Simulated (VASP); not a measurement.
**Si2Mo: single point with PBE**

The system is Si2Mo.

```
CELL_PARAMETERS angstrom
-3.21685 0.00000 0.00000
0.00000 -3.21685 0.00000
0.00000 0.00000 15.59604
ATOMIC_POSITIONS crystal
Si 0.50000 0.50000 0.21081
Si 0.00000 0.00000 0.96802
Si 0.50000 0.50000 0.71562
Si 0.00000 0.00000 0.46321
Si 0.50000 0.50000 0.37729
Si 0.00000 0.00000 0.12489
Si 0.50000 0.50000 0.88210
Si 0.00000 0.00000 0.62970
Mo 0.00000 0.00000 0.29405
Mo 0.50000 0.50000 0.04165
Mo 0.00000 0.00000 0.79886
Mo 0.50000 0.50000 0.54646
```

This cell differs from its parent crystal: the distance across one plane changed.

- Program: VASP 6.6.1
- Task: single point
- Functional: PBE
- Potentials or basis: VASP PAW PBE potentials, release 64 (Si, Mo_sv)
- Cutoff: 520 eV
- k mesh: 14 × 14 × 3
- Occupations: gaussian, width 0.15 eV
- Spin: no spin polarisation
- Dipole correction: no
- Further INCAR settings: ALGO = Fast; EDIFF = 1e-07; NBANDS = 56

The pressure is 2.9 GPa and the largest force is 1.940 eV/Å. The band gap on the k mesh is zero (bands 44 and 45 overlap by 0.62 eV).

Forces in eV/Å, atoms in the order of the input:
```
Si   0.000  0.000  0.150
Si   0.000  0.000 -1.636
Si   0.000  0.000  0.092
Si   0.000  0.000  0.064
Si   0.000  0.000  0.059
Si   0.000  0.000  0.714
Si   0.000  0.000 -0.800
Si   0.000  0.000  0.090
Mo   0.000  0.000 -0.145
Mo   0.000  0.000  1.940
Mo   0.000  0.000 -0.363
Mo   0.000  0.000 -0.164
```

Stress tensor (GPa, compression positive):
```
1.35 0.00 0.00
0.00 1.35 0.00
0.00 0.00 6.00
```

Levels at points of the mesh, in eV from the Fermi level:
```csv
k point,band 40,band 41,band 42,band 43,band 44,band 45,band 46,band 47,band 48,band 49
"(0.00, 0.00, 0.00)",-0.59,-0.51,-0.51,0.09,0.36,0.44,0.55,1.56,1.56,1.74
"(0.50, 0.00, 0.00)",-2.21,-0.85,-0.68,-0.53,-0.43,1.81,1.84,2.15,2.28,3.06
"(0.50, 0.50, 0.00)",-2.13,-2.00,-2.00,-1.25,-1.25,0.32,0.39,2.11,2.21,2.28
```

Wall time 15 min on 1 thread of Oxide Virtual Turin-like Processor, on a shared host, peak memory 0.53 GiB.

Caveat: the cell differs from its parent crystal (the distance across one plane changed); forces of over 1 eV/Å act on the atoms, so gaps and moduli don't describe the material at rest.
